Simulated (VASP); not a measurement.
**Rb: single point with PBEsol**

Crystal: Rb.

```xyz
1
Lattice="0.0000 3.2759 3.6399 3.2759 0.0000 3.6399 3.2759 3.2759 0.0000" Properties=species:S:1:pos:R:3 pbc="T T T"
Rb    0.0000    0.0000    0.0000
```

This cell differs from its parent crystal: strain -0.1000 x Voigt [1, 1, 0, 0, 0, 0].

```json
{
 "Program": "VASP 6.6.1",
 "Task": "single point",
 "Functional": "PBEsol",
 "Potentials or basis": "VASP PAW PBE potentials, release 64 (Rb_sv)",
 "Cutoff": "520 eV",
 "k mesh": "12 × 12 × 12",
 "Occupations": "gaussian, width 0.15 eV",
 "Spin": "no spin polarisation",
 "Dipole correction": "no",
 "Further INCAR settings": "ALGO = Normal; EDIFF = 1e-06; NBANDS = 10"
}
```

```yaml
Pressure: 0.4 GPa
Band_gap_on_the_k_mesh: zero (an odd number of electrons rules out a gap without spin polarisation)
```

Stress tensor (GPa, compression positive):
```
0.42 0.00 0.00
0.00 0.42 0.00
0.00 0.00 0.26
```

Levels at points of the mesh, in eV from the Fermi level:
| k point | band 2 | band 3 | band 4 | band 5 | band 6 | band 7 | band 8 | band 9 |
| --- | --- | --- | --- | --- | --- | --- | --- | --- |
| (0.00, 0.00, 0.00) | -12.81 | -12.81 | -12.81 | -2.19 | 3.47 | 3.90 | 3.90 | 4.66 |
| (0.50, 0.00, 0.00) | -12.97 | -12.84 | -12.82 | 0.11 | 0.78 | 3.18 | 3.82 | 5.96 |
| (0.50, 0.50, 0.00) | -12.95 | -12.85 | -12.85 | 0.33 | 1.16 | 1.97 | 5.46 | 5.46 |
| (0.50, 0.00, 0.50) | -12.97 | -12.90 | -12.86 | 0.64 | 1.70 | 1.88 | 4.67 | 4.97 |

Run time: 50 s on 1 thread of Intel(R) Xeon(R) Platinum 8488C (Sapphire Rapids) (shared host), peak memory 0.27 GiB.

Caveat: the cell differs from its parent crystal (strain -0.1000 x Voigt [1, 1, 0, 0, 0, 0]); the PAW data sets were made with another functional, which shifts forces and pressure a little.
